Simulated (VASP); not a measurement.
# Ga (Cmce) in VASP: notebook

Ga is run at these levels: PBEsol; tasks: single point.

Program: VASP 6.6.1. These are calculated values, not measurements. Logs are shortened: lines on timing, memory, paths and dates and some standing lists are left out, and cuts for length are marked.

### Step 1. The cell of the first run

Symmetry: Cmce, No. 64, orthorhombic system. Conventional cell: a = 4.492 Å, b = 7.589 Å, c = 4.475 Å, α = 90.00°, β = 90.00°, γ = 90.00°. Within 3.3 Å of Ga (site symmetry m) lie 7 Ga at 2.48 to 2.77 Å.

### Step 2. Single point, PBEsol

File INCAR:

```
  PREC = Accurate
  ENCUT = 520
  EDIFF = 1E-6
  ISMEAR = -1
  SIGMA = 0.1
  LREAL = False
  LASPH = True
  NELM = 80
  ALGO = Normal
  ISIF = 2
  LWAVE = False
  LCHARG = False
  GGA = PS
  NBANDS = 34
```

File KPOINTS:

```
Automatic mesh
0
Gamma
  8 8 7
```

File POSCAR:

```
Ga
1.0
    2.2458594293     -3.7944559407      0.0000000000
    2.2458594293      3.7944559407      0.0000000000
    0.0000000000      0.0000000000      4.4748711405
Ga
4
Direct
    0.8444098679      0.1555901321      0.0845715463
    0.6555901321      0.3444098679      0.5845715463
    0.1555901321      0.8444098679      0.9154284537
    0.3444098679      0.6555901321      0.4154284537
```

Potentials or basis: VASP PAW PBE potentials, release 64 (Ga_d).

On the command line:

```console
> cat potpaw_PBE.64/Ga_d/POTCAR > POTCAR
> mpirun -np 1 vasp_std > vasp.out
```

OUTCAR:

```text
PREC = Accurate
   ENCUT = 520
   EDIFF = 1E-6
   ISMEAR = -1
   LREAL = False
   LASPH = True
   NELM = 80
   ISIF = 2
   GGA = PS

 ion  position               nearest neighbor table
   1  0.844  0.156  0.085-   3 2.48   2 2.66   2 2.66   4 2.69   4 2.69   3 2.77   3 2.77
   2  0.656  0.344  0.585-   4 2.48   1 2.66   1 2.66   3 2.69   3 2.69   4 2.77   4 2.77
   3  0.156  0.844  0.915-   1 2.48   4 2.66   4 2.66   2 2.69   2 2.69   1 2.77   1 2.77
   4  0.344  0.656  0.415-   2 2.48   3 2.66   3 2.66   1 2.69   1 2.69   2 2.77   2 2.77

  LATTYP: Found a base centered orthorhombic cell.
 ALAT       =     4.4917188586
 B/A-ratio  =     1.6895340337
 C/A-ratio  =     0.9962491601

  Lattice vectors:

 A1 = (   2.2458594293,  -3.7944559407,   0.0000000000)
 A2 = (   2.2458594293,   3.7944559407,   0.0000000000)
 A3 = (   0.0000000000,   0.0000000000,   4.4748711405)

Analysis of symmetry for initial positions (statically):
=====================================================================
 Subroutine PRICEL returns:
 Original cell was already a primitive cell.

 Routine SETGRP: Setting up the symmetry group for a
 base centered orthorhombic supercell.

 Subroutine GETGRP returns: Found  8 space group operations
 (whereof  4 operations were pure point group operations)
 out of a pool of  8 trial point group operations.

The static configuration has the point symmetry C_2h.
 The point group associated with its full space group is D_2h.

Analysis of symmetry for dynamics (positions and initial velocities):
=====================================================================
 Subroutine PRICEL returns:
 Original cell was already a primitive cell.

 Routine SETGRP: Setting up the symmetry group for a
 base centered orthorhombic supercell.

 Subroutine GETGRP returns: Found  8 space group operations
 (whereof  4 operations were pure point group operations)
 out of a pool of  8 trial point group operations.

The dynamic configuration has the point symmetry C_2h.
 The point group associated with its full space group is D_2h.

 Subroutine INISYM returns: Found  8 space group operations
 (whereof  4 operations are pure point group operations),
 and found     1 'primitive' translations

----------------------------------------------------------------------------------------

                                     Primitive cell

  volume of cell :      76.2680

  direct lattice vectors                    reciprocal lattice vectors
     2.245859429 -3.794455941  0.000000000     0.222631921 -0.131771197  0.000000000
     2.245859429  3.794455941  0.000000000     0.222631921  0.131771197  0.000000000
     0.000000000  0.000000000  4.474871141     0.000000000  0.000000000  0.223470122

  length of vectors
     4.409283441  4.409283441  4.474871141     0.258705664  0.258705664  0.223470122

  position of ions in fractional coordinates (direct lattice)
     0.844409868  0.155590132  0.084571546
     0.655590132  0.344409868  0.584571546
     0.155590132  0.844409868  0.915428454
     0.344409868  0.655590132  0.415428454

  ion indices of the primitive-cell ions
   primitive index   ion index
                 1           1
                 2           2
                 3           3
                 4           4

----------------------------------------------------------------------------------------

 KPOINTS: Automatic mesh

Automatic generation of k-mesh.
 Grid dimensions read from file:
 generate k-points for:    8    8    7

 Generating k-lattice:

  Cartesian coordinates                     Fractional coordinates (reciprocal lattice)
     0.027828990 -0.016471400  0.000000000     0.125000000  0.000000000  0.000000000
     0.027828990  0.016471400  0.000000000     0.000000000  0.125000000  0.000000000
     0.000000000  0.000000000  0.031924303     0.000000000  0.000000000  0.142857143

  Length of vectors
     0.032338208  0.032338208  0.031924303

  Shift w.r.t. Gamma in fractional coordinates (k-lattice)
     0.000000000  0.000000000  0.000000000

 Subroutine IBZKPT returns following result:
 ===========================================

 Found     84 irreducible k-points:

 Following reciprocal coordinates:
            Coordinates               Weight
  0.000000  0.000000  0.000000      1.000000
  0.125000  0.000000  0.000000      4.000000
  0.250000  0.000000  0.000000      4.000000
  0.375000  0.000000  0.000000      4.000000
  0.500000  0.000000  0.000000      2.000000
  0.125000  0.125000  0.000000      2.000000
[... 16 lines left out ...]
  0.125000  0.000000  0.142857      8.000000
  0.250000  0.000000  0.142857      8.000000
 [... further k-points ...]
   k-points           NKPTS =     84   k-points in BZ     NKDIM =     84   number of bands    NBANDS=     34
   number of dos      NEDOS =    301   number of ions     NIONS =      4
   total plane-waves  NPLWV =  46656
   dimension x,y,z NGX =    36 NGY =   36 NGZ =   36
   dimension x,y,z NGXF=    72 NGYF=   72 NGZF=   72
   ions per type =               4
   NGX,Y,Z   is equivalent  to a cutoff of  13.57, 13.57, 13.37 a.u.
   NGXF,Y,Z  is equivalent  to a cutoff of  27.15, 27.15, 26.75 a.u.
 SYSTEM =  unknown system
   PREC   = accura    normal or accurate (medium, high low for compatibility)
   ISTART =      0    job   : 0-new  1-cont  2-samecut
   ICHARG =      2    charge: 1-file 2-atom 10-const
   ISPIN  =      1    spin polarized calculation?
   LNONCOLLINEAR =      F non collinear calculations
   LSORBIT =      F    spin-orbit coupling
   LASPH  =      T    aspherical Exc in radial PAW
   ENCUT  =  520.0 eV  38.22 Ry    6.18 a.u.   8.20  8.20  8.32*2*pi/ulx,y,z
   NELM   =     80;   NELMIN=  2; NELMDL= -5     # of ELM steps
   EDIFF  = 0.1E-05   stopping-criterion for ELM
   LREAL  =      F    real-space projection
   EDIFFG = 0.1E-04   stopping-criterion for IOM
   NSW    =      0    number of steps for IOM
   IBRION =     -1    ionic relax: 0-MD 1-quasi-New 2-CG
   NFREE  =      0    steps in history (QN), initial steepest desc. (CG)
   ISIF   =      2    stress and relaxation
   ISYM   =      2    0-nonsym 1-usesym 2-fastsym
   POTIM  = 0.5000    time-step for ionic-motion
   TEBEG  =    0.0;   TEEND  =   0.0 temperature during run
   PSTRESS=    0.0 pullay stress
   NELECT =      52.0000    total number of electrons
   NUPDOWN=      -1.0000    fix difference up-down
   EMIN   =  10.00;   EMAX   =-10.00  energy-range for DOS
   EFERMI =   0.00;   METHOD = LEGACY
   ISMEAR =    -1;   SIGMA  =   0.10  broadening in eV -4-tet -1-fermi 0-gaus
   EFERMI_NEDOS =   21; number of points for ismear=-14 and -15
   IALGO  =     38    algorithm
   IMIX   =      4    mixing-type and parameters
     AMIX     =   0.40;   BMIX     =  1.00
     AMIX_MAG =   1.60;   BMIX_MAG =  1.00
  volume/ion in A,a.u.               =      19.07       128.67
  Fermi-wavevector in a.u.,A,eV,Ry     =   1.440882  2.722872 28.247611  2.076141
  Thomas-Fermi vector in A             =   2.559576
   LORBIT       =      0    0 simple, 1 ext, 2 COOP (PROOUT), +10 PAW based schemes
   GGA     = PS    functional components
   LHFCALC =     F    Hartree Fock is set to
   AEXX    =    0.0000 exact exchange contribution
   IVDW    =     0    specifies the selected vdW correction
   LEPSILON=     F    determine dielectric tensor
   LRPA    =     F    only Hartree local field effects (RPA)
 non-spin polarized calculation
  energy-cutoff  :      520.00
  volume of cell :       76.27
 maximum number of plane-waves:      2071
 NGX is ok and might be reduce to    36
   NGX = 17   NGY = 17   NGZ = 17

 number of electron      52.0000008 magnetization

 Free energy of the ion-electron system (eV)
  ---------------------------------------------------
  ext. energy  EPLUGINS =         0.00000000
  ---------------------------------------------------
  free energy    TOTEN  =       -13.41641977 eV

  energy without entropy =      -13.38524344  energy(sigma->0) =      -13.40083161

 E-fermi :   5.1300     XC(G=0): -10.9383

 val. band max:        5.1040642911   @ k =   0.0000   0.0000   0.4286
 cond. band min:       5.1355844185   @ k =  -0.2500   0.2500   0.4286
 fundamental gap:      0.0315201274
 Fermi energy:         5.1299672833

 k-point     1 :       0.0000    0.0000    0.0000
  band No.  band energies     occupation
      1     -10.0254      2.00000
      2     -10.0202      2.00000
      3      -9.9885      2.00000
      4      -9.9695      2.00000
      5      -9.9426      2.00000
      6      -9.9200      2.00000
[... 26 lines left out ...]
     33      12.0355      0.00000
     34      12.6441      0.00000

 k-point     2 :       0.1250    0.0000    0.0000
  band No.  band energies     occupation
      1     -10.0288      2.00000
      2     -10.0130      2.00000
      3      -9.9928      2.00000
      4      -9.9760      2.00000
      5      -9.9308      2.00000
      6      -9.9163      2.00000
[... 26 lines left out ...]
     33      11.9529      0.00000
     34      12.7912      0.00000

 k-point     3 :       0.2500    0.0000    0.0000
  band No.  band energies     occupation
      1     -10.0297      2.00000
      2     -10.0043      2.00000
      3      -9.9972      2.00000
      4      -9.9852      2.00000
      5      -9.9262      2.00000
      6      -9.8957      2.00000
[... 26 lines left out ...]
     33      11.2878      0.00000
     34      12.3582      0.00000
[... 704 lines left out ...]
 k-point    23 :       0.1250    0.0000    0.1429
  band No.  band energies     occupation
      1     -10.0356      2.00000
      2     -10.0079      2.00000
      3      -9.9855      2.00000
      4      -9.9810      2.00000
      5      -9.9332      2.00000
      6      -9.9075      2.00000
[... 26 lines left out ...]
     33      10.9091      0.00000
     34      12.4624      0.00000

 k-point    24 :       0.2500    0.0000    0.1429
  band No.  band energies     occupation
      1     -10.0347      2.00000
      2     -10.0144      2.00000
      3      -9.9963      2.00000
      4      -9.9697      2.00000
      5      -9.9299      2.00000
      6      -9.9065      2.00000
[... 26 lines left out ...]
     33      10.9605      0.00000
     34      13.3945      0.00000

 [... further k-points ...]

------------------------ aborting loop because EDIFF is reached ----------------------------------------

  FORCE on cell =-STRESS in cart. coord.  units (eV):
  Direction    XX          YY          ZZ          XY          YZ          ZX
  --------------------------------------------------------------------------------------
  -------------------------------------------------------------------------------------
  Total        0.0618098      0.0403760      0.0457584      0.0000000     -0.0000000      0.0000000
  in kB        1.2984504      0.8481872      0.9612550      0.0000000     -0.0000000      0.0000000
  external PRESSURE =       1.0359642 kB  Pullay stress =       0.0000000 kB

 VOLUME and BASIS-vectors are now :
 -----------------------------------------------------------------------------
  energy-cutoff  :      520.00
  volume of cell :       76.27
      direct lattice vectors                 reciprocal lattice vectors
     2.245859429 -3.794455941  0.000000000     0.222631921 -0.131771197  0.000000000
     2.245859429  3.794455941  0.000000000     0.222631921  0.131771197  0.000000000
     0.000000000  0.000000000  4.474871141     0.000000000  0.000000000  0.223470122

 POSITION                                       TOTAL-FORCE (eV/Angst)
 -----------------------------------------------------------------------------------
      2.24586     -2.61370      0.37845         0.000000     -0.006284     -0.001959
      2.24586     -1.18076      2.61588         0.000000      0.006284     -0.001959
      2.24586      2.61370      4.09642         0.000000      0.006284      0.001959
      2.24586      1.18076      1.85899         0.000000     -0.006284      0.001959
 -----------------------------------------------------------------------------------
    total drift:                                0.000000      0.000000     -0.000000

  FREE ENERGIE OF THE ION-ELECTRON SYSTEM (eV)
  ---------------------------------------------------
  free  energy   TOTEN  =       -13.4164197733 eV

  energy  without entropy=      -13.3852434403  energy(sigma->0) =      -13.40083161
```

It took 89 s on 1 thread of Intel Xeon 6975P-C (Granite Rapids), shared host; peak memory 0.3 GiB.

Results:

```
Free energy            : -13.4164 eV
Pressure               : 0.1 GPa
Largest force          : 0.007 eV/Å
Band gap on the k mesh : zero (bands 26 and 27 overlap by 0.97 eV)
```

Forces in eV/Å, atoms in the order of the input:
```
Ga   0.000 -0.006 -0.002
Ga   0.000  0.006 -0.002
Ga   0.000  0.006  0.002
Ga   0.000 -0.006  0.002
```

Levels at points of the mesh, in eV from the Fermi level:
```tsv
k point	band 22	band 23	band 24	band 25	band 26	band 27	band 28	band 29	band 30	band 31
(0.00, 0.00, 0.00)	-4.21	-3.79	-1.82	-1.78	-0.78	0.86	0.99	0.99	5.19	5.51
(0.50, 0.00, 0.00)	-8.76	-3.48	-3.48	-1.40	-1.40	0.76	0.76	4.21	4.21	5.41
(0.50, 0.50, 0.00)	-7.39	-4.19	-3.42	-1.68	-1.56	1.08	1.20	3.41	3.87	4.25
```

Caveat: the PAW data sets were made with another functional, which shifts forces and pressure a little.

### Step 3. Single point, PBEsol (16.78 Å³/atom)

This run uses another cell than the first one, of 16.78 Å³/atom.

File INCAR:

```
SYSTEM = Ga
PREC = Accurate
ENCUT = 520
EDIFF = 1E-7
ISMEAR = -1
SIGMA = 0.1
LREAL = .False.
LASPH = .True.
NELM = 80
ALGO = Normal
ISIF = 2
LWAVE = .False.
LCHARG = .True.
GGA = PS
LELF = .True.
LVHAR = .True.
NBANDS = 34
```

File KPOINTS:

```
Automatic mesh
0
Gamma
  11 11 9
  0 0 0
```

File POSCAR:

```
Ga
1.0
    2.1521710932     -3.6361663082      0.0000000000
    2.1521710932      3.6361663082      0.0000000000
    0.0000000000      0.0000000000      4.2881972881
Ga
4
Direct
    0.8444098679      0.1555901321      0.0845715463
    0.6555901321      0.3444098679      0.5845715463
    0.1555901321      0.8444098679      0.9154284537
    0.3444098679      0.6555901321      0.4154284537
```

Potentials or basis: VASP PAW PBE potentials, release 64 (Ga_d).

On the command line:

```console
> cat potpaw_PBE.64/Ga_d/POTCAR > POTCAR
> mpirun -np 1 vasp_std > vasp.out
```

It took 2.3 min on 1 thread of Intel Xeon 6975P-C (Granite Rapids), shared host; peak memory 0.38 GiB.

Results (log left out):

```yaml
Free_energy: -13.1431 eV
Pressure: 10.9 GPa
Largest_force: 0.044 eV/Å
Band_gap_on_the_k_mesh: zero (bands 26 and 27 overlap by 1.44 eV)
```

Forces on the atoms (eV/Å):
```
Ga   0.000 -0.043  0.008
Ga   0.000  0.043  0.008
Ga   0.000  0.043 -0.008
Ga   0.000 -0.043 -0.008
```

Stress tensor (GPa, compression positive):
```
10.16  0.00  0.00
 0.00 11.56  0.00
 0.00  0.00 11.01
```

Levels at points of the mesh, in eV from the Fermi level:
```
           k point  band 22  band 23  band 24  band 25  band 26  band 27  band 28  band 29  band 30  band 31
(0.00, 0.00, 0.00)    -4.19    -4.04    -2.08    -1.41    -0.91     0.87     0.97     1.29     5.97     6.04
```

Caveat: the cell stands under pressure; the PAW data sets were made with another functional, which shifts forces and pressure a little.
